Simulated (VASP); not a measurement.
# SiO2 (Fm-3m) in VASP: further runs

Runs on SiO2. Level: r2SCAN. Tasks: single point.

Everything below comes from runs of VASP 6.6.1. Logs are shortened: lines on timing, memory, paths and dates and some standing lists are left out, and cuts for length are marked.

### Step 1. The cell of the first run

It takes space group Fm-3m (No. 225, cubic). Conventional cell: a = 4.391 Å, b = 4.391 Å, c = 4.391 Å, α = 90.00°, β = 90.00°, γ = 90.00°. Within 2.5 Å of Si (site symmetry m-3m) lie 8 O at 1.90 Å. O (site symmetry -43m) has 4 Si at 1.90 Å and 6 O at 2.20 Å within 2.5 Å.

### Step 2. Single point, r2SCAN

Input file POSCAR:

```
SiO2
1.0
    0.0000000000      2.1953750000      2.1953750000
    2.1953750000      0.0000000000      2.1953750000
    2.1953750000      2.1953750000      0.0000000000
Si O
1 2
Direct
    0.0000000000      0.0000000000      0.0000000000
    0.2500000000      0.2500000000      0.2500000000
    0.7500000000      0.7500000000      0.7500000000
```

Input file INCAR.step1:

```
SYSTEM = SiO2
  PREC = Accurate
  ENCUT = 660
  ISMEAR = 0
  SIGMA = 0.01
  LREAL = .FALSE.
  LASPH = .TRUE.
  NELM = 120
  NBANDS = 15
  GGA = PE
  ALGO = Normal
  EDIFF = 1E-5
  LWAVE = .TRUE.
  LCHARG = .FALSE.
  GGA_COMPAT = .FALSE.
```

Input file INCAR.step2:

```
SYSTEM = SiO2
  PREC = Accurate
  ENCUT = 660
  EDIFF = 1E-6
  ISMEAR = 0
  SIGMA = 0.01
  LREAL = .FALSE.
  LASPH = .TRUE.
  NELM = 120
  ALGO = Normal
  ISIF = 2
  LWAVE = .FALSE.
  LCHARG = .FALSE.
  METAGGA = R2SCAN
  LMIXTAU = .TRUE.
  NBANDS = 15
  ISTART = 1
  GGA_COMPAT = .FALSE.
```

Input file KPOINTS:

```
regular mesh
0
G
  4 4 4
  0 0 0
```

Potentials or basis: VASP PAW PBE potentials, release 64 (Si, O).

Run with:

```bash
> cat potpaw_PBE.64/Si/POTCAR potpaw_PBE.64/O/POTCAR > POTCAR
> cp INCAR.step1 INCAR
> mpirun -np 1 vasp_std > vasp.out
> cp INCAR.step2 INCAR
> mpirun -np 1 vasp_std > vasp.out
```

OUTCAR:

```text
SYSTEM = SiO2
   PREC = Accurate
   ENCUT = 660
   EDIFF = 1E-6
   ISMEAR = 0
   LREAL = .FALSE.
   LASPH = .TRUE.
   NELM = 120
   ISIF = 2
   METAGGA = R2SCAN
   ISTART = 1

 ion  position               nearest neighbor table
   1  0.000  0.000  0.000-   3 1.90   3 1.90   3 1.90   2 1.90   2 1.90   2 1.90   3 1.90   2 1.90

   2  0.250  0.250  0.250-   1 1.90   1 1.90   1 1.90   1 1.90
   3  0.750  0.750  0.750-   1 1.90   1 1.90   1 1.90   1 1.90

  LATTYP: Found a face centered cubic cell.
 ALAT       =     4.3907500000

  Lattice vectors:

 A1 = (   0.0000000000,   2.1953750000,   2.1953750000)
 A2 = (   2.1953750000,   0.0000000000,   2.1953750000)
 A3 = (   2.1953750000,   2.1953750000,   0.0000000000)

Analysis of symmetry for initial positions (statically):
=====================================================================
 Subroutine PRICEL returns:
 Original cell was already a primitive cell.

 Routine SETGRP: Setting up the symmetry group for a
 face centered cubic supercell.

 Subroutine GETGRP returns: Found 48 space group operations
 (whereof 48 operations were pure point group operations)
 out of a pool of 48 trial point group operations.

The static configuration has the point symmetry O_h .

Analysis of symmetry for dynamics (positions and initial velocities):
=====================================================================
 Subroutine PRICEL returns:
 Original cell was already a primitive cell.

 Routine SETGRP: Setting up the symmetry group for a
 face centered cubic supercell.

 Subroutine GETGRP returns: Found 48 space group operations
 (whereof 48 operations were pure point group operations)
 out of a pool of 48 trial point group operations.

The dynamic configuration has the point symmetry O_h .

 Subroutine INISYM returns: Found 48 space group operations
 (whereof 48 operations are pure point group operations),
 and found     1 'primitive' translations

----------------------------------------------------------------------------------------

                                     Primitive cell

  volume of cell :      21.1620

  direct lattice vectors                    reciprocal lattice vectors
     0.000000000  2.195375000  2.195375000    -0.227751523  0.227751523  0.227751523
     2.195375000  0.000000000  2.195375000     0.227751523 -0.227751523  0.227751523
     2.195375000  2.195375000  0.000000000     0.227751523  0.227751523 -0.227751523

  length of vectors
     3.104729099  3.104729099  3.104729099     0.394477209  0.394477209  0.394477209

  position of ions in fractional coordinates (direct lattice)
     0.000000000  0.000000000  0.000000000
     0.250000000  0.250000000  0.250000000
     0.750000000  0.750000000  0.750000000

  ion indices of the primitive-cell ions
   primitive index   ion index
                 1           1
                 2           2
                 3           3

----------------------------------------------------------------------------------------

 KPOINTS: regular mesh

Automatic generation of k-mesh.
 Grid dimensions read from file:
 generate k-points for:    4    4    4

 Generating k-lattice:

  Cartesian coordinates                     Fractional coordinates (reciprocal lattice)
    -0.056937881  0.056937881  0.056937881     0.250000000  0.000000000  0.000000000
     0.056937881 -0.056937881  0.056937881     0.000000000  0.250000000  0.000000000
     0.056937881  0.056937881 -0.056937881     0.000000000  0.000000000  0.250000000

  Length of vectors
     0.098619302  0.098619302  0.098619302

  Shift w.r.t. Gamma in fractional coordinates (k-lattice)
     0.000000000  0.000000000  0.000000000

 Subroutine IBZKPT returns following result:
 ===========================================

 Found      8 irreducible k-points:

 Following reciprocal coordinates:
            Coordinates               Weight
  0.000000  0.000000  0.000000      1.000000
  0.250000  0.000000  0.000000      8.000000
  0.500000  0.000000  0.000000      4.000000
  0.250000  0.250000  0.000000      6.000000
  0.500000  0.250000  0.000000     24.000000
 -0.250000  0.250000  0.000000     12.000000
  0.500000  0.500000  0.000000      3.000000
 -0.250000  0.500000  0.250000      6.000000
   k-points           NKPTS =      8   k-points in BZ     NKDIM =      8   number of bands    NBANDS=     15
   number of dos      NEDOS =    301   number of ions     NIONS =      3
   total plane-waves  NPLWV =  21952
   dimension x,y,z NGX =    28 NGY =   28 NGZ =   28
   dimension x,y,z NGXF=    56 NGYF=   56 NGZF=   56
   ions per type =               1   2
   NGX,Y,Z   is equivalent  to a cutoff of  14.99, 14.99, 14.99 a.u.
   NGXF,Y,Z  is equivalent  to a cutoff of  29.99, 29.99, 29.99 a.u.
 SYSTEM =  SiO2
   PREC   = accura    normal or accurate (medium, high low for compatibility)
   ISTART =      1    job   : 0-new  1-cont  2-samecut
   ICHARG =      0    charge: 1-file 2-atom 10-const
   ISPIN  =      1    spin polarized calculation?
   LNONCOLLINEAR =      F non collinear calculations
   LSORBIT =      F    spin-orbit coupling
   LASPH  =      T    aspherical Exc in radial PAW
   ENCUT  =  660.0 eV  48.51 Ry    6.96 a.u.   6.50  6.50  6.50*2*pi/ulx,y,z
   NELM   =    120;   NELMIN=  2; NELMDL=  0     # of ELM steps
   EDIFF  = 0.1E-05   stopping-criterion for ELM
   LREAL  =      F    real-space projection
   EDIFFG = 0.1E-04   stopping-criterion for IOM
   NSW    =      0    number of steps for IOM
   IBRION =     -1    ionic relax: 0-MD 1-quasi-New 2-CG
   NFREE  =      0    steps in history (QN), initial steepest desc. (CG)
   ISIF   =      2    stress and relaxation
   ISYM   =      2    0-nonsym 1-usesym 2-fastsym
   POTIM  = 0.5000    time-step for ionic-motion
   TEBEG  =    0.0;   TEEND  =   0.0 temperature during run
   PSTRESS=    0.0 pullay stress
   NELECT =      16.0000    total number of electrons
   NUPDOWN=      -1.0000    fix difference up-down
   EMIN   =  10.00;   EMAX   =-10.00  energy-range for DOS
   EFERMI =   0.00;   METHOD = LEGACY
   ISMEAR =     0;   SIGMA  =   0.01  broadening in eV -4-tet -1-fermi 0-gaus
   EFERMI_NEDOS =   21; number of points for ismear=-14 and -15
   IALGO  =     38    algorithm
   IMIX   =      4    mixing-type and parameters
     AMIX     =   0.40;   BMIX     =  1.00
     AMIX_MAG =   1.60;   BMIX_MAG =  1.00
  volume/ion in A,a.u.               =       7.05        47.60
  Fermi-wavevector in a.u.,A,eV,Ry     =   1.491407  2.818350 30.263360  2.224294
  Thomas-Fermi vector in A             =   2.604066
   LORBIT       =      0    0 simple, 1 ext, 2 COOP (PROOUT), +10 PAW based schemes
   METAGGA = R2SCAN    functional components
   LHFCALC =     F    Hartree Fock is set to
   AEXX    =    0.0000 exact exchange contribution
   IVDW    =     0    specifies the selected vdW correction
   LEPSILON=     F    determine dielectric tensor
   LRPA    =     F    only Hartree local field effects (RPA)
 non-spin polarized calculation
 Gauss-broadening in eV      SIGMA  =   0.01
  energy-cutoff  :      660.00
  volume of cell :       21.16
 maximum number of plane-waves:       869
 NGX is ok and might be reduce to    28
   NGX = 13   NGY = 13   NGZ = 13

 number of electron      16.0000000 magnetization

 Free energy of the ion-electron system (eV)
  ---------------------------------------------------
  ext. energy  EPLUGINS =         0.00000000
  ---------------------------------------------------
  free energy    TOTEN  =       -25.57624094 eV

  energy without entropy =      -25.57624094  energy(sigma->0) =      -25.57624094

 E-fermi :  11.0099     XC(G=0): -13.5844

 val. band max:       10.9371795863   @ k =   0.5000   0.5000   0.0000
 cond. band min:      13.7226564570   @ k =   0.5000   0.5000   0.0000
 fundamental gap:      2.7854768706
 Fermi energy:        11.0099311538

 k-point     1 :       0.0000    0.0000    0.0000
  band No.  band energies     occupation
      1     -14.3883      2.00000
      2      -6.3248      2.00000
      3       4.1348      2.00000
      4       4.1348      2.00000
      5       4.1348      2.00000
      6       8.3416      2.00000
      7       8.3416      2.00000
      8       8.3416      2.00000
      9      15.2745      0.00000
     10      17.8594      0.00000
     11      17.8594      0.00000
     12      17.8594      0.00000
     13      24.4766      0.00000
     14      24.4766      0.00000
     15      27.0452      0.00000

 k-point     2 :       0.2500    0.0000    0.0000
  band No.  band energies     occupation
      1     -13.3972      2.00000
      2      -7.7243      2.00000
      3       3.7788      2.00000
      4       4.2970      2.00000
      5       4.2970      2.00000
      6       6.5098      2.00000
      7       7.1739      2.00000
      8       7.1739      2.00000
      9      17.4948      0.00000
     10      19.2428      0.00000
     11      19.6682      0.00000
     12      19.6682      0.00000
     13      26.1407      0.00000
     14      26.1407      0.00000
     15      29.6336      0.00000

 k-point     3 :       0.5000    0.0000    0.0000
  band No.  band energies     occupation
      1     -10.8689      2.00000
      2     -10.6611      2.00000
      3       3.4349      2.00000
      4       4.9377      2.00000
      5       4.9377      2.00000
      6       5.2792      2.00000
      7       5.6469      2.00000
      8       5.6469      2.00000
      9      18.9182      0.00000
     10      22.1054      0.00000
     11      22.8998      0.00000
     12      22.8998      0.00000
     13      26.0870      0.00000
     14      26.0870      0.00000
     15      29.4729      0.00000
[... 55 lines left out ...]
 k-point     7 :       0.5000    0.5000    0.0000
  band No.  band energies     occupation
      1     -11.2307      2.00000
      2      -8.6466      2.00000
      3      -1.7153      2.00000
      4       1.6298      2.00000
      5       1.6298      2.00000
      6       9.7399      2.00000
      7       9.7399      2.00000
      8      10.9372      2.00000
      9      13.7227      0.00000
     10      21.2804      0.00000
     11      23.8784      0.00000
     12      26.1779      0.00000
     13      26.1779      0.00000
     14      30.8436      0.00000
     15      31.0843      0.00000

 k-point     8 :      -0.2500    0.5000    0.2500
  band No.  band energies     occupation
      1     -10.1564      2.00000
      2     -10.1564      2.00000
      3      -0.9905      2.00000
      4       0.3970      2.00000
      5       5.3695      2.00000
      6       5.3695      2.00000
      7      10.0587      2.00000
      8      10.5668      2.00000
      9      17.3199      0.00000
     10      19.6812      0.00000
     11      23.9538      0.00000
     12      23.9538      0.00000
     13      26.0912      0.00000
     14      28.8877      0.00000
     15      32.2503      0.00000

------------------------ aborting loop because EDIFF is reached ----------------------------------------

  FORCE on cell =-STRESS in cart. coord.  units (eV):
  Direction    XX          YY          ZZ          XY          YZ          ZX
  --------------------------------------------------------------------------------------
  -------------------------------------------------------------------------------------
  Total        4.5583623      4.5583623      4.5583623      0.0000000      0.0000000     -0.0000000
  in kB      345.1145611    345.1145611    345.1145611      0.0000000      0.0000000     -0.0000000
  external PRESSURE =     345.1145611 kB  Pullay stress =       0.0000000 kB

 VOLUME and BASIS-vectors are now :
 -----------------------------------------------------------------------------
  energy-cutoff  :      660.00
  volume of cell :       21.16
      direct lattice vectors                 reciprocal lattice vectors
     0.000000000  2.195375000  2.195375000    -0.227751523  0.227751523  0.227751523
     2.195375000  0.000000000  2.195375000     0.227751523 -0.227751523  0.227751523
     2.195375000  2.195375000  0.000000000     0.227751523  0.227751523 -0.227751523

 POSITION                                       TOTAL-FORCE (eV/Angst)
 -----------------------------------------------------------------------------------
      0.00000      0.00000      0.00000        -0.000000     -0.000000      0.000000
      1.09769      1.09769      1.09769        -0.000000     -0.000000     -0.000000
      3.29306      3.29306      3.29306         0.000000      0.000000      0.000000
 -----------------------------------------------------------------------------------
    total drift:                                0.000000      0.000000      0.000000

  FREE ENERGIE OF THE ION-ELECTRON SYSTEM (eV)
  ---------------------------------------------------
  free  energy   TOTEN  =       -25.5762409393 eV

  energy  without entropy=      -25.5762409393  energy(sigma->0) =      -25.57624094
```

Wall time 17 s (1 thread of Intel Xeon Platinum 8488C (Sapphire Rapids), shared host); peak memory 0.15 GiB.

What came out:

* Free energy: -25.5762 eV
* Pressure: 34.5 GPa
* Band gap on the k mesh: 2.79 eV, direct

Levels at points of the mesh, in eV from the valence-band top:
| k point | band 5 | band 6 | band 7 | band 8 | band 9 | band 10 | band 11 | band 12 |
| --- | --- | --- | --- | --- | --- | --- | --- | --- |
| (0.00, 0.00, 0.00) | -6.80 | -2.60 | -2.60 | -2.60 | 4.34 | 6.92 | 6.92 | 6.92 |
| (0.50, 0.00, 0.00) | -6.00 | -5.66 | -5.29 | -5.29 | 7.98 | 11.17 | 11.96 | 11.96 |
| (0.50, 0.50, 0.00) | -9.31 | -1.20 | -1.20 | 0.00 | 2.79 | 10.34 | 12.94 | 15.24 |

Caveat: the k points lie up to 0.62 Å⁻¹ apart; the PAW data sets were made with another functional, which shifts forces and pressure a little. r2SCAN opens gaps a little over a GGA but as a rule still falls short of measured ones.

[end of part 1 of 2]
